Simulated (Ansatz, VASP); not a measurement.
# NaH: VASP beside Ansatz

INCAR

```
  ALGO = Normal
  EDIFF = 1E-7
  EDIFFG = -0.025
  ENCUT = 500
  GGA = PE
  GGA_COMPAT = False
  IBRION = 2
  ISIF = 3
  ISMEAR = 0
  LASPH = True
  LCHARG = False
  LREAL = False
  LWAVE = False
  NELM = 120
  NELMIN = 4
  NSW = 80
  PREC = Accurate
  SIGMA = 0.1
```

Contents of KPOINTS:

```
k-points
0
Gamma
  6 6 6
```

Contents of POSCAR:

```
NaH
1.0
    0.0196698431      2.3961368661      2.3738759773
    2.4333772176      2.4538602124     -0.0380535032
   -2.3796972699      4.8920939803     -2.4933660686
Na H
2 2
Direct
    0.4939298084      0.5192362476      0.5111977793
    0.0149730804      0.0214423107     -0.0073103960
    0.7640870105      0.6969808060      0.7699897332
    0.2270101006      0.2623406357      0.2261228835
```

Input for Ansatz:

```yaml
crystal:
  lattice:
    - [0.0196698431, 2.3961368661, 2.3738759773]
    - [2.4333772176, 2.4538602124, -0.0380535032]
    - [-2.3796972699, 4.8920939803, -2.4933660686]
  atoms:
    - { symbol: Na, position: [0.4939298084, 0.5192362476, 0.5111977793] }
    - { symbol: Na, position: [0.0149730804, 0.0214423107, -0.007310396] }
    - { symbol: H, position: [0.7640870105, 0.696980806, 0.7699897332] }
    - { symbol: H, position: [0.2270101006, 0.2623406357, 0.2261228835] }
basis:
  ecutwfc: 420
kpoints:
  mp_grid: { grid: [6, 6, 6] }
hamiltonian:
  xc: pbe
scf:
  occupations: { method: gaussian, width: 0.1 }
  lower_state_search: "off"
output:
  forces: true
  stress: true
  eigenvalues: true
relax:
  adjacent_minimum: "off"
  f_tol: 0.025
  max_steps: 60
  cell: { stress_tol: 0.25 }
```

Change from the starting cell: cell x2, atoms moved at random (sigma 0.1 Å) and cell strained at random (1.5 %), then relaxed without symmetry.

Alike in both runs: task relaxation of cell and atoms; functional PBE; k mesh 6 × 6 × 6; occupations gaussian, width 0.1 eV; no spin polarisation.

```csv
,VASP,Ansatz
version,VASP 6.6.1,Ansatz 0.2.0
potentials or method,"VASP PAW PBE potentials, release 64 (Na_pv, H), cutoff 500 eV","scalar-relativistic, plane waves, PAW"
valence electrons in the cell,16,20
```

```csv
,VASP,Ansatz,Ansatz less VASP
"gap on the k mesh at the Fermi level, each at its own relaxed structure (eV)",3.80,3.79,-0.005
relaxed volume (Å³/atom),14.08,14.10,+0.028
relaxed length of the cell vector where the two differ most in proportion (Å),3.413,3.424,+0.0103
```

VASP's potentials hold 16 valence electrons a cell and Ansatz's 20, so a difference there can come from the potentials and not from the codes.
